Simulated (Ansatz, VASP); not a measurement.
**TiO2 in VASP and in Ansatz**

INCAR

```
SYSTEM = TiO2
ALGO     = Normal         ! electronic algorithm
EDIFF    = 1E-7           ! SCF threshold, eV
ENCUT    = 520            ! plane-wave cutoff, eV
ISIF     = 2              ! what is computed and relaxed
ISMEAR   = -1             ! smearing method
LASPH    = .True.         ! aspherical terms in the spheres
LCHARG   = .True.         ! write CHGCAR
LELF     = .True.         ! ELF
LREAL    = .False.        ! projectors in reciprocal space
LVHAR    = .True.       
LWAVE    = .False.        ! write WAVECAR
NBANDS   = 33             ! bands
NELM     = 80             ! most SCF steps
PREC     = Accurate       ! precision mode
SIGMA    = 0.05           ! smearing width, eV
```

Contents of KPOINTS:

```
k-points
0
Gamma
  7 7 10
  0 0 0
```

Contents of POSCAR:

```
TiO2
1.0
    4.5940000000      0.0689100000      0.0689100000
    0.0689100000      4.5940000000      0.0689100000
    0.0443850000      0.0443850000      2.9590000000
Ti O
2 4
Direct
    0.0000000000      0.0000000000      0.0000000000
    0.5000000000      0.5000000000      0.5000000000
    0.3060000000      0.3060000000      0.0000000000
    0.1940000000      0.8060000000      0.5000000000
    0.6940000000      0.6940000000      0.0000000000
    0.8060000000      0.1940000000      0.5000000000
```

Input for Ansatz:

```yaml
crystal:
  lattice:
    - [4.594, 0.06891, 0.06891]
    - [0.06891, 4.594, 0.06891]
    - [0.044385, 0.044385, 2.959]
  atoms:
    - { symbol: Ti, position: [0.0, 0.0, 0.0] }
    - { symbol: Ti, position: [0.5, 0.5, 0.5] }
    - { symbol: O, position: [0.306, 0.306, 0.0] }
    - { symbol: O, position: [0.194, 0.806, 0.5] }
    - { symbol: O, position: [0.694, 0.694, 0.0] }
    - { symbol: O, position: [0.806, 0.194, 0.5] }
kpoints:
  mp_grid: { grid: [7, 7, 10] }
  band_path:
    path:
      - [0.0, 0.0, 0.0]
      - [0.4857550193, -0.4857550193, 0.0]
      - [-0.4857550193, -0.5142449807, 0.0]
      - [-0.5, -0.5, 0.0]
      - [0.0, 0.0, 0.0]
      - [-0.5, -0.5, -0.5]
      - [-0.4636389527, -0.5363610473, -0.5]
      - [0.4636389527, -0.4636389527, -0.5]
      - [0.0, 0.0, -0.5]
    npoints: 5
scf:
  occupations: { method: fermi_dirac, width: 0.05 }
hamiltonian:
  xc: lda
  pseudopotentials: { kind: all_electron, lapw: { basis_error: 0.0005 } }
output:
  forces: true
  stress: true
  eigenvalues: true
```

Change from the starting cell: equal xy, yz and zx shear strains of +3 %.

Alike in both runs: task single point; functional LDA; k mesh 7 × 7 × 10; occupations fermi-dirac, width 0.05 eV; no spin polarisation.

|  | VASP | Ansatz |
| --- | --- | --- |
| version | VASP 6.6.1 | Ansatz 0.2.0 |
| potentials or method | VASP PAW LDA potentials, release 64 (Ti_sv, O), cutoff 520 eV | all-electron LAPW, scalar-relativistic |

|  | VASP | Ansatz | Ansatz less VASP |
| --- | --- | --- | --- |
| gap on the k mesh at the Fermi level (eV) | 1.83 | 1.85 | +0.023 |
| pressure (GPa) | -6.1 | -7.1 | -0.96 |
| traceless stress, the component that is largest in VASP (GPa) | -6.40 | -6.33 | +0.064 |
| rms of the force components (eV/Å) | 0.118 | 0.104 | -0.0141 |

LDA's correlation is that of Perdew and Zunger in VASP and of Perdew and Wang (1992) in Ansatz. Atom by atom the forces differ by 0.017 eV/Å (rms over components). Ansatz ran all-electron here, and VASP with PAW potentials.
